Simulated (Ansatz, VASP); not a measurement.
**Pb: VASP beside Ansatz**

File INCAR:

```
SYSTEM = Pb
PREC     = Accurate       ! precision mode
ENCUT    = 520            ! plane-wave cutoff, eV
EDIFF    = 1E-6           ! SCF threshold, eV
ISMEAR   = 0              ! smearing method
SIGMA    = 0.1            ! smearing width, eV
LREAL    = .False.        ! projectors in reciprocal space
LASPH    = .True.         ! aspherical terms in the spheres
NELM     = 60             ! most SCF steps
ALGO     = Fast           ! electronic algorithm
ISIF     = 2              ! what is computed and relaxed
LWAVE    = .False.        ! write WAVECAR
LCHARG   = .True.         ! write CHGCAR
GGA      = PE             ! functional
LELF     = .True.         ! ELF
LVHAR    = .True.       
NBANDS   = 21             ! bands
```

Contents of KPOINTS:

```
Automatic mesh
0
Gamma
  14 14 8
  0 0 0
```

The input POSCAR:

```
Pb
1.0
    3.1546208216     -1.6436029520      0.0106351238
    3.1546208216      1.6436029520      0.0106351238
   -2.1748977140      0.0000000000      5.8277984553
Pb
2
Direct
    0.1076674012      0.1076674012      0.2729557127
    0.8923325988      0.8923325988      0.7270442873
```

Input for Ansatz:

```yaml
crystal:
  lattice:
    - [3.1546208216, -1.643602952, 0.0106351238]
    - [3.1546208216, 1.643602952, 0.0106351238]
    - [-2.174897714, 0.0, 5.8277984553]
  atoms:
    - { symbol: Pb, position: [0.1076674012, 0.1076674012, 0.2729557127] }
    - { symbol: Pb, position: [0.8923325988, 0.8923325988, 0.7270442873] }
basis:
  ecutwfc: 420
kpoints:
  mp_grid: { grid: [14, 14, 8] }
hamiltonian:
  xc: pbe
scf:
  occupations: { method: gaussian, width: 0.1 }
output:
  forces: true
  stress: true
  eigenvalues: true
  populations: true
```

Alike in both runs: task single point; functional PBE; k mesh 14 × 14 × 8; occupations gaussian, width 0.1 eV; no spin polarisation.

|  | VASP | Ansatz |
| --- | --- | --- |
| version | VASP 6.6.1 | Ansatz 0.2.0 |
| potentials or method | VASP PAW PBE potentials, release 64 (Pb_d), cutoff 520 eV | scalar-relativistic, plane waves, PAW |
| valence electrons in the cell | 28 | 28 |

VASP gave:

* gap on the k mesh at the Fermi level (eV): none
* pressure (GPa): 4.9
* traceless stress, the component that is largest in VASP (GPa): -3.69
* rms of the force components (eV/Å): 0.160

Problem. Which values does Ansatz return?

Solution. gap on the k mesh at the Fermi level (eV): none; pressure (GPa): 5.0; traceless stress, the component that is largest in VASP (GPa): -3.70; rms of the force components (eV/Å): 0.159.

Atom by atom the forces differ by 0.000 eV/Å (rms over components). A gap of «none» marks a metal or a gap that the smearing closes.

Spin-orbit coupling is off throughout.
